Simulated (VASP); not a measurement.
# As (P6/mmm) in VASP: further runs

The runs below take As through single point, with BLYP, PBE.

Program: VASP 6.6.1. These are calculated values, not measurements. Logs are shortened: lines on timing, memory, paths and dates and some standing lists are left out, and cuts for length are marked.

### 1 The cell of the first run

Symmetry: P6/mmm, No. 191, hexagonal system. The conventional cell has a = 4.643 Å, b = 4.643 Å, c = 2.940 Å, α = 90.00°, β = 90.00°, γ = 120.00°. As (site symmetry -6m2) has 5 As at 2.68 to 2.94 Å within 3.5 Å.

This isn't the form of As at room conditions, which is rhombohedral.

### 2 Single point, BLYP

INCAR reads:

```
SYSTEM = As
  PREC = Accurate
  ENCUT = 520
  EDIFF = 1E-7
  ISMEAR = -1
  SIGMA = 0.05
  LREAL = .FALSE.
  LASPH = .TRUE.
  NELM = 60
  ALGO = Normal
  ISIF = 2
  LWAVE = .FALSE.
  LCHARG = .FALSE.
  GGA = B5
  ALDAX = 1.0
  AGGAX = 1.0
  AGGAC = 1.0
  ALDAC = 0.0
  NBANDS = 12
```

KPOINTS reads:

```
regular mesh
0
G
  7 7 9
  0 0 0
```

POSCAR reads:

```
As
1.0
    4.6434857780      0.0000000000      0.0000000000
   -2.3217428890      4.0213766459      0.0000000000
    0.0000000000      0.0000000000      2.9397756928
As
2
Direct
    0.3333333333      0.6666666667      0.0000000000
    0.6666666667      0.3333333333      0.0000000000
```

Potentials or basis: VASP PAW PBE potentials, release 64 (As).

Started as:

```sh
$ cat potpaw_PBE.64/As/POTCAR > POTCAR
$ mpirun -np 1 vasp_std > vasp.out
```

OUTCAR:

```text
SYSTEM = As
   PREC = Accurate
   ENCUT = 520
   EDIFF = 1E-7
   ISMEAR = -1
   LREAL = .FALSE.
   LASPH = .TRUE.
   NELM = 60
   ISIF = 2
   GGA = B5

 ion  position               nearest neighbor table
   1  0.333  0.667  0.000-   2 2.68   2 2.68   2 2.68
   2  0.667  0.333  0.000-   1 2.68   1 2.68   1 2.68

  LATTYP: Found a hexagonal cell.
 ALAT       =     4.6434857780
 C/A-ratio  =     0.6330967367

  Lattice vectors:

 A1 = (   4.6434857780,   0.0000000000,   0.0000000000)
 A2 = (  -2.3217428890,   4.0213766459,   0.0000000000)
 A3 = (   0.0000000000,   0.0000000000,   2.9397756928)

Analysis of symmetry for initial positions (statically):
=====================================================================
 Subroutine PRICEL returns:
 Original cell was already a primitive cell.

 Routine SETGRP: Setting up the symmetry group for a
 hexagonal supercell.

 Subroutine GETGRP returns: Found 24 space group operations
 (whereof 24 operations were pure point group operations)
 out of a pool of 24 trial point group operations.

The static configuration has the point symmetry D_6h.

Analysis of symmetry for dynamics (positions and initial velocities):
=====================================================================
 Subroutine PRICEL returns:
 Original cell was already a primitive cell.

 Routine SETGRP: Setting up the symmetry group for a
 hexagonal supercell.

 Subroutine GETGRP returns: Found 24 space group operations
 (whereof 24 operations were pure point group operations)
 out of a pool of 24 trial point group operations.

The dynamic configuration has the point symmetry D_6h.

 Subroutine INISYM returns: Found 24 space group operations
 (whereof 24 operations are pure point group operations),
 and found     1 'primitive' translations

----------------------------------------------------------------------------------------

                                     Primitive cell

  volume of cell :      54.8950

  direct lattice vectors                    reciprocal lattice vectors
     4.643485778  0.000000000  0.000000000     0.215355457  0.124335531  0.000000000
    -2.321742889  4.021376646  0.000000000     0.000000000  0.248671062  0.000000000
     0.000000000  0.000000000  2.939775693     0.000000000  0.000000000  0.340162007

  length of vectors
     4.643485778  4.643485778  2.939775693     0.248671062  0.248671062  0.340162007

  position of ions in fractional coordinates (direct lattice)
     0.333333333  0.666666667  0.000000000
[... 88 lines left out ...]
   PSTRESS=    0.0 pullay stress
   NELECT =      10.0000    total number of electrons
   NUPDOWN=      -1.0000    fix difference up-down
   EMIN   =  10.00;   EMAX   =-10.00  energy-range for DOS
   EFERMI =   0.00;   METHOD = LEGACY
   ISMEAR =    -1;   SIGMA  =   0.05  broadening in eV -4-tet -1-fermi 0-gaus
   EFERMI_NEDOS =   21; number of points for ismear=-14 and -15
   IALGO  =     38    algorithm
   IMIX   =      4    mixing-type and parameters
     AMIX     =   0.40;   BMIX     =  1.00
     AMIX_MAG =   1.60;   BMIX_MAG =  1.00
  volume/ion in A,a.u.               =      27.45       185.22
  Fermi-wavevector in a.u.,A,eV,Ry     =   0.928034  1.753730 11.717974  0.861247
  Thomas-Fermi vector in A             =   2.054167
   LORBIT       =      0    0 simple, 1 ext, 2 COOP (PROOUT), +10 PAW based schemes
   GGA     = B5    functional components
   LHFCALC =     F    Hartree Fock is set to
   AEXX    =    0.0000 exact exchange contribution
   IVDW    =     0    specifies the selected vdW correction
   LEPSILON=     F    determine dielectric tensor
   LRPA    =     F    only Hartree local field effects (RPA)
 non-spin polarized calculation
  energy-cutoff  :      520.00
  volume of cell :       54.90
 maximum number of plane-waves:      1493
 NGX is ok and might be reduce to    36
   NGX = 17   NGY = 17   NGZ = 11

 number of electron      10.0000000 magnetization

 Free energy of the ion-electron system (eV)
  ---------------------------------------------------
  ext. energy  EPLUGINS =         0.00000000
  ---------------------------------------------------
  free energy    TOTEN  =        -7.66380170 eV

  energy without entropy =       -7.66000940  energy(sigma->0) =       -7.66190555

 E-fermi :   3.4259     XC(G=0):  -8.1453

 val. band max:        3.2795345045   @ k =   0.2857   0.1429   0.4444
 cond. band min:       3.4770114731   @ k =   0.4286   0.1429   0.4444
 fundamental gap:      0.1974769687
 Fermi energy:         3.4259355269

 k-point     1 :       0.0000    0.0000    0.0000
  band No.  band energies     occupation
      1     -10.0533      2.00000
      2      -4.9289      2.00000
      3      -0.1926      2.00000
      4      -0.1926      2.00000
      5       3.9448      0.00006
      6       3.9448      0.00006
      7       6.2168      0.00000
      8       8.5595      0.00000
      9       9.7436      0.00000
     10      11.7442      0.00000
     11      17.3747      0.00000
     12      17.3748      0.00000
[... 331 lines left out ...]
 k-point    24 :       0.2857    0.2857    0.2222
  band No.  band energies     occupation
      1      -7.9661      2.00000
      2      -7.1645      2.00000
      3      -1.0902      2.00000
      4       3.2295      1.96142
      5       3.2665      1.92075
      6       4.1182      0.00000
      7       4.6372      0.00000
      8       8.8662      0.00000
      9       8.8852      0.00000
     10      11.5619      0.00000
     11      14.6405      0.00000
     12      15.5558      0.00000

 [... further k-points ...]

------------------------ aborting loop because EDIFF is reached ----------------------------------------

  FORCE on cell =-STRESS in cart. coord.  units (eV):
  Direction    XX          YY          ZZ          XY          YZ          ZX
  --------------------------------------------------------------------------------------
  -------------------------------------------------------------------------------------
  Total        0.0764866      0.0764866      0.0654959      0.0000000     -0.0000000      0.0000000
  in kB        2.2323530      2.2323530      1.9115750      0.0000000     -0.0000000      0.0000000
  external PRESSURE =       2.1254270 kB  Pullay stress =       0.0000000 kB

 VOLUME and BASIS-vectors are now :
 -----------------------------------------------------------------------------
  energy-cutoff  :      520.00
  volume of cell :       54.90
      direct lattice vectors                 reciprocal lattice vectors
     4.643485778  0.000000000  0.000000000     0.215355457  0.124335531  0.000000000
    -2.321742889  4.021376646  0.000000000     0.000000000  0.248671062  0.000000000
     0.000000000  0.000000000  2.939775693     0.000000000  0.000000000  0.340162007

 POSITION                                       TOTAL-FORCE (eV/Angst)
 -----------------------------------------------------------------------------------
     -0.00000      2.68092      0.00000         0.000000     -0.000000      0.000000
      2.32174      1.34046      0.00000        -0.000000      0.000000     -0.000000
 -----------------------------------------------------------------------------------
    total drift:                               -0.000000      0.000000      0.000000

  FREE ENERGIE OF THE ION-ELECTRON SYSTEM (eV)
  ---------------------------------------------------
  free  energy   TOTEN  =        -7.6638017008 eV

  energy  without entropy=       -7.6600093987  energy(sigma->0) =       -7.66190555
```

OSZICAR:

```text
N       E                     dE             d eps       ncg     rms          rms(c)
DAV:   1     0.323450423099E+02    0.32345E+02   -0.39654E+03   960   0.668E+02
DAV:   2    -0.571654869922E+01   -0.38062E+02   -0.36391E+02  1308   0.106E+02
DAV:   3    -0.768388149403E+01   -0.19673E+01   -0.19527E+01  1204   0.255E+01
DAV:   4    -0.769970177412E+01   -0.15820E-01   -0.15818E-01  1120   0.259E+00
DAV:   5    -0.769978168281E+01   -0.79909E-04   -0.79908E-04  1196   0.197E-01    0.250E+00
DAV:   6    -0.767570883615E+01    0.24073E-01   -0.13296E-02  1068   0.601E-01    0.152E+00
DAV:   7    -0.766341763507E+01    0.12291E-01   -0.31515E-02  1036   0.922E-01    0.975E-02
DAV:   8    -0.766379165983E+01   -0.37402E-03   -0.10467E-03  1092   0.184E-01    0.139E-02
DAV:   9    -0.766379797315E+01   -0.63133E-05   -0.18309E-05  1172   0.288E-02    0.130E-02
DAV:  10    -0.766380179197E+01   -0.38188E-05   -0.94807E-06  1068   0.161E-02    0.213E-03
DAV:  11    -0.766380158244E+01    0.20954E-06   -0.22460E-07  1164   0.265E-03    0.123E-03
DAV:  12    -0.766380172876E+01   -0.14632E-06   -0.35152E-08   856   0.145E-03    0.169E-04
DAV:  13    -0.766380170080E+01    0.27956E-07   -0.19849E-09   620   0.319E-04
   1 F= -.76638017E+01 E0= -.76619055E+01  d E =-.379230E-02
```

It took 44 s on 1 thread of Intel Xeon 8259CL, shared host; peak memory 0.18 GiB.

What came out:

```yaml
Free_energy: -7.6638 eV
Pressure: 0.2 GPa
Band_gap_on_the_k_mesh: zero (bands 5 and 6 overlap by 3.30 eV)
```

Caveat: the PAW data sets were made with another functional, which shifts forces and pressure a little.

### 3 Single point, PBE

This run uses another cell than the first one, of 25.59 Å³/atom.

INCAR reads:

```
SYSTEM = As
PREC = Accurate
ENCUT = 520
EDIFF = 1E-6
ISMEAR = 0
SIGMA = 0.012
LREAL = .FALSE.
LASPH = .TRUE.
NELM = 80
ALGO = Normal
ISIF = 2
LWAVE = .FALSE.
LCHARG = .TRUE.
GGA = PE
LELF = .TRUE.
LVHAR = .TRUE.
NBANDS = 12
```

KPOINTS reads:

```
Automatic mesh
0
G
  7 7 9
  0 0 0
```

POSCAR reads:

```
As
1.0
    4.5664000000      0.0000000000      0.0000000000
   -2.2832000000      3.9546200000      0.0000000000
    0.0000000000      0.0000000000      2.8337400000
As
2
Direct
    0.3333300000      0.6666700000      0.0000000000
    0.6666700000      0.3333300000      0.0000000000
```

Potentials or basis: VASP PAW PBE potentials, release 64 (As).

Started as:

```sh
$ cat potpaw_PBE.64/As/POTCAR > POTCAR
$ mpirun -np 1 vasp_std > vasp.out
```

Wall time 58 s (1 thread of Intel Xeon 8259CL, shared host); peak memory 0.2 GiB.

The run converged. Its results:

```
Free energy            : -8.9364 eV
Pressure               : 0.1 GPa
Band gap on the k mesh : zero (bands 5 and 6 overlap by 3.51 eV)
```

Stress tensor (GPa, compression positive):
```
-0.92  0.00  0.00
 0.00 -0.92  0.00
 0.00  0.00  2.04
```

Levels at points of the mesh, in eV from the Fermi level:
| k point | band 3 | band 4 | band 5 | band 6 | band 7 | band 8 |
| --- | --- | --- | --- | --- | --- | --- |
| (0.00, 0.00, 0.00) | -4.23 | -4.23 | 0.07 | 0.07 | 3.25 | 4.64 |

The gap in the log of VASP goes by the Fermi energy; the results here count the filled bands.